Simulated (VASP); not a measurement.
# BaTe (I-4m2) in VASP: further runs

BaTe is run at these levels: PBE, r2SCAN; tasks: single point.

All numbers are computed with VASP 6.6.1; they aren't measurements. Logs are shortened: lines on timing, memory, paths and dates and some standing lists are left out, and cuts for length are marked.

## Step 1: The cell of the first run

Symmetry: I-4m2, No. 119, tetragonal system. Conventional cell: a = 5.791 Å, b = 5.791 Å, c = 7.000 Å, α = 90.00°, β = 90.00°, γ = 90.00°. Ba (site symmetry -4m2) has 4 Te at 3.38 Å within 4.4 Å. Within 4.4 Å of Te (site symmetry -4m2) lie 4 Ba at 3.38 Å.

## Step 2: Single point, PBE (epitaxial xy strain +4.6%)

INCAR

```
PREC = Accurate
ENCUT = 520
EDIFF = 1E-6
ISMEAR = -1
SIGMA = 0.02
LREAL = F
LASPH = T
NELM = 100
ALGO = Normal
ISIF = 2
LWAVE = F
LCHARG = F
GGA = PE
NBANDS = 15
```

KPOINTS

```
regular mesh
0
Gamma
  6 6 6
```

POSCAR

```
BaTe
1.0
    0.0000000000      4.0949928075      3.4998282118
    4.0949928075      0.0000000000      3.4998282118
    4.0949928075      4.0949928075      0.0000000000
Ba Te
1 1
Direct
    0.0000000000      0.0000000000      0.0000000000
    0.2500000000      0.2500000000      0.2500000000
```

Potentials or basis: VASP PAW PBE potentials, release 64 (Ba_sv, Te).

On the command line:

```bash
$ cat potpaw_PBE.64/Ba_sv/POTCAR potpaw_PBE.64/Te/POTCAR > POTCAR
$ mpirun -np 1 vasp_std > vasp.out
```

OUTCAR:

```text
PREC = Accurate
   ENCUT = 520
   EDIFF = 1E-6
   ISMEAR = -1
   LREAL = F
   LASPH = T
   NELM = 100
   ISIF = 2
   GGA = PE

 ion  position               nearest neighbor table
   1  0.000  0.000  0.000-   2 3.38   2 3.38   2 3.38   2 3.38
   2  0.250  0.250  0.250-   1 3.38   1 3.38   1 3.38   1 3.38

  LATTYP: Found a body centered tetragonal cell.
 ALAT       =     5.7911943662
 C/A-ratio  =     1.2086723361

  Lattice vectors:

 A1 = (   0.0000000000,  -4.0949928075,  -3.4998282118)
 A2 = (   0.0000000000,   4.0949928075,  -3.4998282118)
 A3 = (   4.0949928075,   0.0000000000,   3.4998282118)

Analysis of symmetry for initial positions (statically):
=====================================================================
 Subroutine PRICEL returns:
 Original cell was already a primitive cell.

 Routine SETGRP: Setting up the symmetry group for a
 body centered tetragonal supercell.

 Subroutine GETGRP returns: Found  8 space group operations
 (whereof  8 operations were pure point group operations)
 out of a pool of 16 trial point group operations.

The static configuration has the point symmetry D_2d.

Analysis of symmetry for dynamics (positions and initial velocities):
=====================================================================
 Subroutine PRICEL returns:
 Original cell was already a primitive cell.

 Routine SETGRP: Setting up the symmetry group for a
 body centered tetragonal supercell.

 Subroutine GETGRP returns: Found  8 space group operations
 (whereof  8 operations were pure point group operations)
 out of a pool of 16 trial point group operations.

The dynamic configuration has the point symmetry D_2d.

 Subroutine INISYM returns: Found  8 space group operations
 (whereof  8 operations are pure point group operations),
 and found     1 'primitive' translations

----------------------------------------------------------------------------------------

                                     Primitive cell

  volume of cell :     117.3770

  direct lattice vectors                    reciprocal lattice vectors
     0.000000000  4.094992807  3.499828212    -0.122100337  0.122100337  0.142864155
     4.094992807  0.000000000  3.499828212     0.122100337 -0.122100337  0.142864155
     4.094992807  4.094992807  0.000000000     0.122100337  0.122100337 -0.142864155

  length of vectors
     5.386813864  5.386813864  5.791194366     0.224114148  0.224114148  0.224114148

  position of ions in fractional coordinates (direct lattice)
     0.000000000  0.000000000  0.000000000
     0.250000000  0.250000000  0.250000000

  ion indices of the primitive-cell ions
   primitive index   ion index
                 1           1
                 2           2

----------------------------------------------------------------------------------------

 KPOINTS: regular mesh

Automatic generation of k-mesh.
 Grid dimensions read from file:
 generate k-points for:    6    6    6

 Generating k-lattice:

  Cartesian coordinates                     Fractional coordinates (reciprocal lattice)
    -0.020350056  0.020350056  0.023810692     0.166666667  0.000000000  0.000000000
     0.020350056 -0.020350056  0.023810692     0.000000000  0.166666667  0.000000000
     0.020350056  0.020350056 -0.023810692     0.000000000  0.000000000  0.166666667

  Length of vectors
     0.037352358  0.037352358  0.037352358

  Shift w.r.t. Gamma in fractional coordinates (k-lattice)
     0.000000000  0.000000000  0.000000000

 Subroutine IBZKPT returns following result:
 ===========================================

 Found     30 irreducible k-points:

 Following reciprocal coordinates:
            Coordinates               Weight
  0.000000  0.000000  0.000000      1.000000
  0.166667  0.000000  0.000000      8.000000
  0.333333  0.000000  0.000000      8.000000
  0.500000  0.000000  0.000000      4.000000
  0.166667  0.166667  0.000000      2.000000
  0.333333  0.166667  0.000000      8.000000
[... 16 lines left out ...]
  0.333333  0.000000  0.333333      4.000000
  0.500000  0.000000  0.333333     16.000000
 [... further k-points ...]
   k-points           NKPTS =     30   k-points in BZ     NKDIM =     30   number of bands    NBANDS=     15
   number of dos      NEDOS =    301   number of ions     NIONS =      2
   total plane-waves  NPLWV =  76800
   dimension x,y,z NGX =    40 NGY =   40 NGZ =   48
   dimension x,y,z NGXF=    80 NGYF=   80 NGZF=   96
   ions per type =               1   1
   NGX,Y,Z   is equivalent  to a cutoff of  12.34, 12.34, 13.78 a.u.
   NGXF,Y,Z  is equivalent  to a cutoff of  24.69, 24.69, 27.56 a.u.
 SYSTEM =  unknown system
   PREC   = accura    normal or accurate (medium, high low for compatibility)
   ISTART =      0    job   : 0-new  1-cont  2-samecut
   ICHARG =      2    charge: 1-file 2-atom 10-const
   ISPIN  =      1    spin polarized calculation?
   LNONCOLLINEAR =      F non collinear calculations
   LSORBIT =      F    spin-orbit coupling
   LASPH  =      T    aspherical Exc in radial PAW
   ENCUT  =  520.0 eV  38.22 Ry    6.18 a.u.  10.02 10.02 10.77*2*pi/ulx,y,z
   NELM   =    100;   NELMIN=  2; NELMDL= -5     # of ELM steps
   EDIFF  = 0.1E-05   stopping-criterion for ELM
   LREAL  =      F    real-space projection
   EDIFFG = 0.1E-04   stopping-criterion for IOM
   NSW    =      0    number of steps for IOM
   IBRION =     -1    ionic relax: 0-MD 1-quasi-New 2-CG
   NFREE  =      0    steps in history (QN), initial steepest desc. (CG)
   ISIF   =      2    stress and relaxation
   ISYM   =      2    0-nonsym 1-usesym 2-fastsym
   POTIM  = 0.5000    time-step for ionic-motion
   TEBEG  =    0.0;   TEEND  =   0.0 temperature during run
   PSTRESS=    0.0 pullay stress
   NELECT =      16.0000    total number of electrons
   NUPDOWN=      -1.0000    fix difference up-down
   EMIN   =  10.00;   EMAX   =-10.00  energy-range for DOS
   EFERMI =   0.00;   METHOD = LEGACY
   ISMEAR =    -1;   SIGMA  =   0.02  broadening in eV -4-tet -1-fermi 0-gaus
   EFERMI_NEDOS =   21; number of points for ismear=-14 and -15
   IALGO  =     38    algorithm
   IMIX   =      4    mixing-type and parameters
     AMIX     =   0.40;   BMIX     =  1.00
     AMIX_MAG =   1.60;   BMIX_MAG =  1.00
  volume/ion in A,a.u.               =      58.69       396.05
  Fermi-wavevector in a.u.,A,eV,Ry     =   0.842533  1.592157  9.658267  0.709863
  Thomas-Fermi vector in A             =   1.957255
   LORBIT       =      0    0 simple, 1 ext, 2 COOP (PROOUT), +10 PAW based schemes
   GGA     = PE    functional components
   LHFCALC =     F    Hartree Fock is set to
   AEXX    =    0.0000 exact exchange contribution
   IVDW    =     0    specifies the selected vdW correction
   LEPSILON=     F    determine dielectric tensor
   LRPA    =     F    only Hartree local field effects (RPA)
 non-spin polarized calculation
  energy-cutoff  :      520.00
  volume of cell :      117.38
 maximum number of plane-waves:      3178
   NGX = 21   NGY = 21   NGZ = 21

 number of electron      16.0000000 magnetization

 Free energy of the ion-electron system (eV)
  ---------------------------------------------------
  ext. energy  EPLUGINS =         0.00000000
  ---------------------------------------------------
  free energy    TOTEN  =        -8.08667543 eV

  energy without entropy =       -8.08667543  energy(sigma->0) =       -8.08667543

 E-fermi :   0.7275     XC(G=0):  -6.7844

 val. band max:        0.2434540804   @ k =   0.5000   0.0000   0.5000
 cond. band min:       2.6998597983   @ k =   0.0000   0.0000   0.0000
 fundamental gap:      2.4564057180
 Fermi energy:         0.7275262697

 k-point     1 :       0.0000    0.0000    0.0000
  band No.  band energies     occupation
      1     -26.7572      2.00000
      2     -11.9671      2.00000
      3     -11.9355      2.00000
      4     -11.9355      2.00000
      5      -8.6140      2.00000
      6      -0.2991      2.00000
      7      -0.2991      2.00000
      8      -0.2234      2.00000
      9       2.6999      0.00000
     10       3.8582      0.00000
     11       4.6191      0.00000
     12       5.9102      0.00000
     13       5.9102      0.00000
     14       6.6702      0.00000
     15       7.7889      0.00000

 k-point     2 :       0.1667    0.0000    0.0000
  band No.  band energies     occupation
      1     -26.7563      2.00000
      2     -11.9982      2.00000
      3     -11.9525      2.00000
      4     -11.9412      2.00000
      5      -8.5401      2.00000
      6      -0.4497      2.00000
      7      -0.2743      2.00000
      8      -0.1689      2.00000
      9       3.2369      0.00000
     10       3.8402      0.00000
     11       4.4420      0.00000
     12       5.7415      0.00000
     13       6.2115      0.00000
     14       6.4661      0.00000
     15       7.2251      0.00000

 k-point     3 :       0.3333    0.0000    0.0000
  band No.  band energies     occupation
      1     -26.7544      2.00000
      2     -12.0811      2.00000
      3     -11.9603      2.00000
      4     -11.9525      2.00000
      5      -8.4001      2.00000
      6      -0.5946      2.00000
      7      -0.2362      2.00000
      8      -0.0592      2.00000
      9       3.9684      0.00000
     10       4.0544      0.00000
     11       4.4589      0.00000
     12       4.9516      0.00000
     13       6.0217      0.00000
     14       6.1289      0.00000
     15       6.6205      0.00000
[... 343 lines left out ...]
 k-point    23 :       0.3333    0.0000    0.3333
  band No.  band energies     occupation
      1     -26.7539      2.00000
      2     -12.0970      2.00000
      3     -11.9979      2.00000
      4     -11.9477      2.00000
      5      -8.3109      2.00000
      6      -0.8230      2.00000
      7      -0.0728      2.00000
      8       0.1836      2.00000
      9       3.0554      0.00000
     10       4.2801      0.00000
     11       5.0805      0.00000
     12       5.1026      0.00000
     13       5.3138      0.00000
     14       5.8651      0.00000
     15       7.9337      0.00000

 k-point    24 :       0.5000    0.0000    0.3333
  band No.  band energies     occupation
      1     -26.7529      2.00000
      2     -12.1287      2.00000
      3     -12.0060      2.00000
      4     -11.9564      2.00000
      5      -8.2436      2.00000
      6      -0.7934      2.00000
      7      -0.0361      2.00000
      8       0.1644      2.00000
      9       3.0768      0.00000
     10       3.9613      0.00000
     11       4.8045      0.00000
     12       5.2643      0.00000
     13       5.6769      0.00000
     14       6.3064      0.00000
     15       7.7744      0.00000

 [... further k-points ...]

------------------------ aborting loop because EDIFF is reached ----------------------------------------

  FORCE on cell =-STRESS in cart. coord.  units (eV):
  Direction    XX          YY          ZZ          XY          YZ          ZX
  --------------------------------------------------------------------------------------
  -------------------------------------------------------------------------------------
  Total        0.2580260      0.2580260      0.1746740      0.0000000      0.0000000     -0.0000000
  in kB        3.5220134      3.5220134      2.3842719      0.0000000      0.0000000     -0.0000000
  external PRESSURE =       3.1427662 kB  Pullay stress =       0.0000000 kB

 VOLUME and BASIS-vectors are now :
 -----------------------------------------------------------------------------
  energy-cutoff  :      520.00
  volume of cell :      117.38
      direct lattice vectors                 reciprocal lattice vectors
     0.000000000  4.094992807  3.499828212    -0.122100337  0.122100337  0.142864155
     4.094992807  0.000000000  3.499828212     0.122100337 -0.122100337  0.142864155
     4.094992807  4.094992807  0.000000000     0.122100337  0.122100337 -0.142864155

 POSITION                                       TOTAL-FORCE (eV/Angst)
 -----------------------------------------------------------------------------------
      0.00000      0.00000      0.00000        -0.000000     -0.000000      0.000000
      2.04750      2.04750      1.74991         0.000000      0.000000     -0.000000
 -----------------------------------------------------------------------------------
    total drift:                                0.000000      0.000000      0.000000

  FREE ENERGIE OF THE ION-ELECTRON SYSTEM (eV)
  ---------------------------------------------------
  free  energy   TOTEN  =        -8.0866754306 eV

  energy  without entropy=       -8.0866754306  energy(sigma->0) =       -8.08667543
```

It took 30 s on 1 thread of Intel Xeon 6975P-C (Granite Rapids), shared host; peak memory 0.28 GiB.

What came out:

```yaml
Free_energy: -8.0867 eV
Pressure: 0.3 GPa
Band_gap_on_the_k_mesh: 2.46 eV, indirect (least direct gap 2.72 eV)
```

Stress tensor (GPa, compression positive):
```
0.35 0.00 0.00
0.00 0.35 0.00
0.00 0.00 0.24
```

Caveat: the cell differs from its parent crystal (epitaxial xy strain +4.6%); spin-orbit coupling is left out, which moves the levels of the heavy elements. A k mesh can miss the band edges.

(Part 1 of 2 ends here.)
